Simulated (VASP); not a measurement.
# Eu (Im-3m) in VASP: notebook

Runs on Eu. Level: PBE. Tasks: single point.

All numbers are computed with VASP 6.6.1; they aren't measurements. Logs are shortened: lines on timing, memory, paths and dates and some standing lists are left out, and cuts for length are marked.

### 1 The cell of the first run

It takes space group Im-3m (No. 229, cubic). Conventional cell: a = 4.388 Å, b = 4.388 Å, c = 4.388 Å, α = 90.00°, β = 90.00°, γ = 90.00°. Eu (site symmetry m-3m) has 14 Eu at 3.80 to 4.39 Å within 5.0 Å.

### 2 Single point, PBE, collinear spin, ferromagnetic start

Input file INCAR:

```
  PREC = Accurate
  ENCUT = 520
  EDIFF = 1E-6
  ISMEAR = 0
  SIGMA = 0.6
  LREAL = F
  LASPH = T
  NELM = 150
  ALGO = Normal
  ISIF = 2
  LWAVE = F
  LCHARG = F
  ISPIN = 2
  MAGMOM = 7.02
  LORBIT = 11
  LMAXMIX = 6
  GGA = PE
  NBANDS = 18
```

Input file KPOINTS:

```
regular mesh
0
Gamma
  10 10 10
```

Input file POSCAR:

```
Eu
1.0
   -2.1939508085      2.1939508085      2.1939508085
    2.1939508085     -2.1939508085      2.1939508085
    2.1939508085      2.1939508085     -2.1939508085
Eu
1
Direct
    0.0000000000      0.0000000000      0.0000000000
```

Potentials or basis: VASP PAW PBE potentials, release 64 (Eu).

Command:

```console
$ cat potpaw_PBE.64/Eu/POTCAR > POTCAR
$ mpirun -np 1 vasp_std > vasp.out
```

OUTCAR:

```text
PREC = Accurate
   ENCUT = 520
   EDIFF = 1E-6
   ISMEAR = 0
   LREAL = F
   LASPH = T
   NELM = 150
   ISIF = 2
   ISPIN = 2
   LORBIT = 11
   GGA = PE

 ion  position               nearest neighbor table
   1  0.000  0.000  0.000-

  LATTYP: Found a body centered cubic cell.
 ALAT       =     4.3879016170

  Lattice vectors:

 A1 = (  -2.1939508085,   2.1939508085,   2.1939508085)
 A2 = (   2.1939508085,  -2.1939508085,   2.1939508085)
 A3 = (   2.1939508085,   2.1939508085,  -2.1939508085)

Analysis of symmetry for initial positions (statically):
=====================================================================
 Subroutine PRICEL returns:
 Original cell was already a primitive cell.

 Routine SETGRP: Setting up the symmetry group for a
 body centered cubic supercell.

 Subroutine GETGRP returns: Found 48 space group operations
 (whereof 48 operations were pure point group operations)
 out of a pool of 48 trial point group operations.

The static configuration has the point symmetry O_h .

Analysis of symmetry for dynamics (positions and initial velocities):
=====================================================================
 Subroutine PRICEL returns:
 Original cell was already a primitive cell.

 Routine SETGRP: Setting up the symmetry group for a
 body centered cubic supercell.

 Subroutine GETGRP returns: Found 48 space group operations
 (whereof 48 operations were pure point group operations)
 out of a pool of 48 trial point group operations.

The dynamic configuration has the point symmetry O_h .

Analysis of structural, dynamic, and magnetic symmetry:
=====================================================================
 Subroutine PRICEL returns:
 Original cell was already a primitive cell.

 Routine SETGRP: Setting up the symmetry group for a
 body centered cubic supercell.

 Subroutine GETGRP returns: Found 48 space group operations
 (whereof 48 operations were pure point group operations)
 out of a pool of 48 trial point group operations.

The overall configuration has the point symmetry O_h .

 Subroutine INISYM returns: Found 48 space group operations
 (whereof 48 operations are pure point group operations),
 and found     1 'primitive' translations

----------------------------------------------------------------------------------------

                                     Primitive cell

  volume of cell :      42.2416

[... 98 lines left out ...]
   NUPDOWN=      -1.0000    fix difference up-down
   EMIN   =  10.00;   EMAX   =-10.00  energy-range for DOS
   EFERMI =   0.00;   METHOD = LEGACY
   ISMEAR =     0;   SIGMA  =   0.60  broadening in eV -4-tet -1-fermi 0-gaus
   EFERMI_NEDOS =   21; number of points for ismear=-14 and -15
   IALGO  =     38    algorithm
   IMIX   =      4    mixing-type and parameters
     AMIX     =   0.40;   BMIX     =  1.00
     AMIX_MAG =   1.60;   BMIX_MAG =  1.00
  volume/ion in A,a.u.               =      42.24       285.06
  Fermi-wavevector in a.u.,A,eV,Ry     =   1.208679  2.284072 19.876813  1.460905
  Thomas-Fermi vector in A             =   2.344279
   LORBIT       =     11    0 simple, 1 ext, 2 COOP (PROOUT), +10 PAW based schemes
   GGA     = PE    functional components
   LHFCALC =     F    Hartree Fock is set to
   AEXX    =    0.0000 exact exchange contribution
   IVDW    =     0    specifies the selected vdW correction
   LEPSILON=     F    determine dielectric tensor
   LRPA    =     F    only Hartree local field effects (RPA)
 spin polarized calculation
 Gauss-broadening in eV      SIGMA  =   0.60
  energy-cutoff  :      520.00
  volume of cell :       42.24
 maximum number of plane-waves:      1157
   NGX = 15   NGY = 15   NGZ = 15

 number of electron      16.9999992 magnetization       7.3581754

 Free energy of the ion-electron system (eV)
  ---------------------------------------------------
  ext. energy  EPLUGINS =         0.00000000
  ---------------------------------------------------
  free energy    TOTEN  =       -11.64031008 eV

  energy without entropy =      -11.19458043  energy(sigma->0) =      -11.41744526

 E-fermi :   2.0698     XC(G=0):  -8.8236

 val. band max:        2.0659204631   @ k =   0.3000   0.2000   0.2000
 cond. band min:       2.1003984488   @ k =   0.2000   0.2000   0.2000
 fundamental gap:      0.0344779857
 Fermi energy:         2.0698271351

 spin component 1

 k-point     1 :       0.0000    0.0000    0.0000
  band No.  band energies     occupation
      1     -39.7923      1.00000
      2     -18.3040      1.00000
      3     -18.3040      1.00000
      4     -18.3040      1.00000
      5      -2.3430      1.00000
      6       1.1532      0.98463
[... 493 lines left out ...]
     17       6.1056      0.00000
     18      10.4041      0.00000

 [... further k-points ...]

 spin component 2

 k-point     1 :       0.0000    0.0000    0.0000
  band No.  band energies     occupation
      1     -36.6750      1.00000
      2     -15.9729      1.00000
      3     -15.9729      1.00000
      4     -15.9729      1.00000
      5      -1.4616      1.00000
      6       4.8773      0.00000
[... 493 lines left out ...]
     17       7.3582      0.00000
     18      11.5963      0.00000

 [... further k-points ...]

------------------------ aborting loop because EDIFF is reached ----------------------------------------

  FORCE on cell =-STRESS in cart. coord.  units (eV):
  Direction    XX          YY          ZZ          XY          YZ          ZX
  --------------------------------------------------------------------------------------
  -------------------------------------------------------------------------------------
  Total       -0.0197190     -0.0197190     -0.0197190     -0.0000000     -0.0000000      0.0000000
  in kB       -0.7479198     -0.7479198     -0.7479198     -0.0000000     -0.0000000      0.0000000
  external PRESSURE =      -0.7479198 kB  Pullay stress =       0.0000000 kB

 VOLUME and BASIS-vectors are now :
 -----------------------------------------------------------------------------
  energy-cutoff  :      520.00
  volume of cell :       42.24
      direct lattice vectors                 reciprocal lattice vectors
    -2.193950808  2.193950808  2.193950808     0.000000000  0.227899367  0.227899367
     2.193950808 -2.193950808  2.193950808     0.227899367  0.000000000  0.227899367
     2.193950808  2.193950808 -2.193950808     0.227899367  0.227899367  0.000000000

 POSITION                                       TOTAL-FORCE (eV/Angst)
 -----------------------------------------------------------------------------------
      0.00000      0.00000      0.00000        -0.000000      0.000000     -0.000000
 -----------------------------------------------------------------------------------
    total drift:                               -0.000000     -0.000000     -0.000000

  FREE ENERGIE OF THE ION-ELECTRON SYSTEM (eV)
  ---------------------------------------------------
  free  energy   TOTEN  =       -11.6403100833 eV

  energy  without entropy=      -11.1945804293  energy(sigma->0) =      -11.41744526

 total charge

# of ion       s       p       d       f       tot
--------------------------------------------------
    1        2.082   5.706   0.333   6.574  14.696

 magnetization (x)

# of ion       s       p       d       f       tot
--------------------------------------------------
    1       -0.002  -0.087   0.172   6.571   6.654
```

OSZICAR:

```text
N       E                     dE             d eps       ncg     rms          rms(c)
DAV:   1     0.105772923108E+03    0.10577E+03   -0.64089E+03  4108   0.403E+03
DAV:   2     0.777591093114E+01   -0.97997E+02   -0.87451E+02  4194   0.285E+02
DAV:   3    -0.754506108878E+01   -0.15321E+02   -0.14926E+02  5070   0.989E+01
DAV:   4    -0.916763800216E+01   -0.16226E+01   -0.16112E+01  6602   0.253E+01
DAV:   5    -0.925849019603E+01   -0.90852E-01   -0.90692E-01  5802   0.655E+00    0.297E+01
DAV:   6    -0.126541037550E+02   -0.33956E+01   -0.29963E+00  4668   0.172E+01    0.219E+01
DAV:   7    -0.116327807196E+02    0.10213E+01   -0.71615E-01  5522   0.964E+00    0.785E+00
DAV:   8    -0.117364068896E+02   -0.10363E+00   -0.39433E-01  4682   0.145E+01    0.539E+00
DAV:   9    -0.116508699488E+02    0.85537E-01   -0.32595E-01  4086   0.134E+01    0.285E+00
DAV:  10    -0.116437174266E+02    0.71525E-02   -0.57777E-02  5860   0.427E+00    0.929E-01
DAV:  11    -0.116405028218E+02    0.32146E-02   -0.79777E-03  5902   0.158E+00    0.480E-01
DAV:  12    -0.116403706171E+02    0.13220E-03   -0.58796E-04  6398   0.275E-01    0.427E-01
DAV:  13    -0.116402983140E+02    0.72303E-04   -0.32769E-04  4926   0.384E-01    0.177E-01
DAV:  14    -0.116403064608E+02   -0.81468E-05   -0.60255E-05  5716   0.114E-01    0.609E-02
DAV:  15    -0.116403099435E+02   -0.34827E-05   -0.10665E-05  6086   0.463E-02    0.646E-02
DAV:  16    -0.116403100833E+02   -0.13980E-06   -0.95094E-06  4950   0.699E-02
   1 F= -.11640310E+02 E0= -.11417445E+02  d E =-.445730E+00  mag=     7.3583
```

stdout:

```text
POSCAR found type information on POSCAR Eu
 POSCAR found :  1 types and       1 ions
 scaLAPACK will be used
 LDA part: xc-table for (Slater+PW92), standard interpolation
 POSCAR, INCAR and KPOINTS ok, starting setup
 FFT: planning ... GRIDC
 FFT: planning ... GRID_SOFT
 FFT: planning ... GRID
 WAVECAR not read
 entering main loop
```

It took 3.2 min on 1 thread of Intel Xeon 8259CL, shared host; peak memory 0.22 GiB.

Results:

* Free energy: -11.6403 eV
* Pressure: -0.1 GPa
* Net moment: 7.36 μB per cell
* Site moments: Eu +6.65 μB
* Valence electrons inside the program's atomic spheres: Eu 14.70

Caveat: so wide a smearing shifts energies and pressures; spin-orbit coupling is left out, which moves the levels of the heavy elements; semilocal functionals describe open f shells poorly, which spoils levels, moments and volumes. The state reached can hang on the start; a lower one may exist.

### 3 Single point, PBE, collinear spin, ferromagnetic start

Input file INCAR:

```
SYSTEM = Eu
PREC = Accurate ; ENCUT = 520
EDIFF = 1E-6 ; ISMEAR = 0
SIGMA = 1.0 ; LREAL = .False.
LASPH = .True. ; NELM = 150
ALGO = Normal ; ISIF = 2
LWAVE = .False. ; LCHARG = .True.
ISPIN = 2 ; MAGMOM = 7.02
LORBIT = 11 ; LMAXMIX = 6
GGA = PE ; LELF = .True.
LVHAR = .True. ; NBANDS = 18
```

Input file KPOINTS:

```
Automatic mesh
0
Gamma
  10 10 10
  0 0 0
```

POSCAR is that of step 2.

Potentials or basis: VASP PAW PBE potentials, release 64 (Eu).

Command:

```console
$ cat potpaw_PBE.64/Eu/POTCAR > POTCAR
$ mpirun -np 1 vasp_std > vasp.out
```

Wall time 3 min (1 thread of Intel Xeon 8259CL, shared host); peak memory 0.22 GiB.

It converged, with:

```yaml
Free_energy: -12.0299 eV
Pressure: 0.0 GPa
Net_moment: 7.30 μB per cell
Site_moments: Eu +6.60 μB
Valence_electrons_inside_the_program's_atomic_spheres: Eu 14.66
```

Levels at points of the mesh, in eV from the Fermi level:
Spin up:
```csv
k point,band 10,band 11,band 12,band 13,band 14,band 15
"(0.00, 0.00, 0.00)",-1.14,-1.14,-1.09,1.70,1.70,1.70
"(0.50, 0.00, 0.00)",-1.16,-1.14,-1.12,0.34,0.76,3.34
"(0.50, 0.50, 0.50)",-1.12,-1.12,-1.12,-1.12,4.92,4.92
```
Spin down:
| k point | band 3 | band 4 | band 5 | band 6 | band 7 | band 8 |
| --- | --- | --- | --- | --- | --- | --- |
| (0.00, 0.00, 0.00) | -18.20 | -18.20 | -3.51 | 2.80 | 2.80 | 2.80 |
| (0.50, 0.00, 0.00) | -18.37 | -18.21 | -0.87 | 1.34 | 1.62 | 3.25 |
| (0.50, 0.50, 0.50) | -18.57 | -18.57 | -0.28 | -0.28 | 3.33 | 3.33 |

Caveat: so wide a smearing shifts energies and pressures; spin-orbit coupling is left out, which moves the levels of the heavy elements; semilocal functionals describe open f shells poorly, which spoils levels, moments and volumes. The state reached can hang on the start; a lower one may exist.

### 4 Single point, PBE, collinear spin, ferromagnetic start

Input file INCAR:

```
PREC     = Accurate       # precision mode
ENCUT    = 520            # plane-wave cutoff, eV
EDIFF    = 1E-7           # SCF threshold, eV
ISMEAR   = 1              # smearing method
SIGMA    = 0.01           # smearing width, eV
LREAL    = False          # projectors in reciprocal space
LASPH    = True           # aspherical terms in the spheres
NELM     = 150            # most SCF steps
ALGO     = Normal         # electronic algorithm
ISIF     = 2              # what is computed and relaxed
LWAVE    = False          # write WAVECAR
LCHARG   = True           # write CHGCAR
ISPIN    = 2              # spin polarisation
MAGMOM   = 7.02           # initial moments
LORBIT   = 11             # projections on sites
LMAXMIX  = 6              # l up to which the mixer works
GGA      = PE             # functional
LELF     = True           # ELF
LVHAR    = True         
NBANDS   = 18             # bands
```

Input file KPOINTS:

```
Automatic mesh
0
Gamma
  10 10 10
```

POSCAR is that of step 3.

Command:

```console
$ cat potpaw_PBE.64/Eu/POTCAR > POTCAR
$ mpirun -np 1 vasp_std > vasp.out
```

Wall time 3.7 min (1 thread of Intel Xeon 8259CL, shared host); peak memory 0.22 GiB.

It converged, with:

```
Free energy                                           : -11.4362 eV
Pressure                                              : -0.2 GPa
Net moment                                            : 7.39 μB per cell
Site moments                                          : Eu +6.70 μB
Valence electrons inside the program's atomic spheres : Eu 14.74
```

Levels at points of the mesh, in eV from the Fermi level:
Spin up:
```
           k point  band 9  band 10  band 11  band 12  band 13  band 14  band 15  band 16
(0.00, 0.00, 0.00)   -0.41    -0.41    -0.41    -0.37     1.75     1.75     1.75     3.45
(0.50, 0.00, 0.00)   -0.43    -0.42    -0.41    -0.39     0.35     0.73     3.35     4.07
(0.50, 0.50, 0.50)   -0.53    -0.53    -0.37    -0.37    -0.37     4.92     4.92     4.92
```
Spin down:
```csv
k point,band 2,band 3,band 4,band 5,band 6,band 7,band 8,band 9
"(0.00, 0.00, 0.00)",-17.91,-17.91,-17.91,-3.61,2.77,2.77,2.77,3.94
"(0.50, 0.00, 0.00)",-18.46,-18.09,-17.91,-0.95,1.28,1.58,3.88,4.19
"(0.50, 0.50, 0.50)",-18.29,-18.29,-18.29,-0.32,-0.32,3.92,3.92,3.92
```

Caveat: spin-orbit coupling is left out, which moves the levels of the heavy elements; semilocal functionals describe open f shells poorly, which spoils levels, moments and volumes. The state reached can hang on the start; a lower one may exist.

### 5 Summary

```csv
smearing,gap on the mesh (eV),pressure (GPa),moment (μB)
gaussian 0.6 eV,none,-0.1,7.36
gaussian 1 eV,none,0.0,7.30
methfessel-paxton 0.01 eV,none,-0.2,7.39
```

Alike in all rows: task single point; level PBE; potentials or basis VASP PAW PBE potentials, release 64 (Eu); spin collinear, ferromagnetic start; cell as given; k mesh 10 × 10 × 10; cutoff (eV) 520.

Caveats: spin-orbit coupling is left out, which moves the levels of the heavy elements; semilocal functionals describe open f shells poorly, which spoils levels, moments and volumes; so wide a smearing shifts energies and pressures (at least some runs).

Total energies depend on the potentials used, so only differences within one code and one set of settings carry meaning.

The gap in the log of VASP goes by the Fermi energy; the results here count the filled bands.